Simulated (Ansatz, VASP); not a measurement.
**Two plane-wave programs on Rb**

INCAR

```
ALGO = Normal ; EDIFF = 1E-7
EDIFFG = -0.01 ; ENCUT = 600
GGA = RE ; IBRION = 2
ISIF = 3 ; ISMEAR = -1
IVDW = 12 ; LASPH = T
LCHARG = F ; LREAL = F
LWAVE = F ; NELM = 100
NSW = 60 ; PREC = Accurate
SIGMA = 0.05
```

KPOINTS

```
k-points
0
Gamma
  7 7 7
```

POSCAR

```
Rb
1.0
   -2.8025000000      2.8025000000      2.8025000000
    2.8025000000     -2.8025000000      2.8025000000
    2.8025000000      2.8025000000     -2.8025000000
Rb
1
Direct
    0.0000000000      0.0000000000      0.0000000000
```

File input.yaml:

```yaml
crystal:
  lattice:
    - [-2.8025, 2.8025, 2.8025]
    - [2.8025, -2.8025, 2.8025]
    - [2.8025, 2.8025, -2.8025]
  atoms:
    - { symbol: Rb, position: [0.0, 0.0, 0.0] }
hamiltonian:
  xc: revpbe
  pseudopotentials: { kind: paw }
  dispersion: d3bj
kpoints:
  mp_grid: { grid: [7, 7, 7] }
scf:
  occupations: { method: fermi_dirac, width: 0.05 }
output:
  forces: true
  stress: true
  eigenvalues: true
  write_density: true
  write_potential: true
  elf: true
  volumetric_format: npy
relax:
  f_tol: 0.01
  max_steps: 40
  cell: { stress_tol: 0.05 }
```

Alike in both runs: task relaxation of cell and atoms; functional revPBE; dispersion D3(BJ); k mesh 7 × 7 × 7; occupations fermi-dirac, width 0.05 eV; no spin polarisation.

```csv
,VASP,Ansatz
version,VASP 6.6.1,Ansatz 0.2.0
potentials or method,"VASP PAW PBE potentials, release 64 (Rb_sv)",Ansatz PAW
plane-wave cutoff (eV),600,420
valence electrons in the cell,9,9
```

```tsv
	VASP	Ansatz	Ansatz less VASP
gap on the k mesh at the Fermi level, each at its own relaxed structure (eV)	none	none	-
relaxed volume (Å³/atom)	89.40	89.56	+0.160
relaxed cell length with the largest relative difference (Å)	4.879	4.882	+0.0029
```

VASP's potentials were made for PBE, not for revPBE. A gap of «none» marks a metal or a gap that the smearing closes.

Noted on Ansatz's run: the plane-wave basis is chosen anew once the cell has moved, so the energies of steps on either side of that aren't comparable.
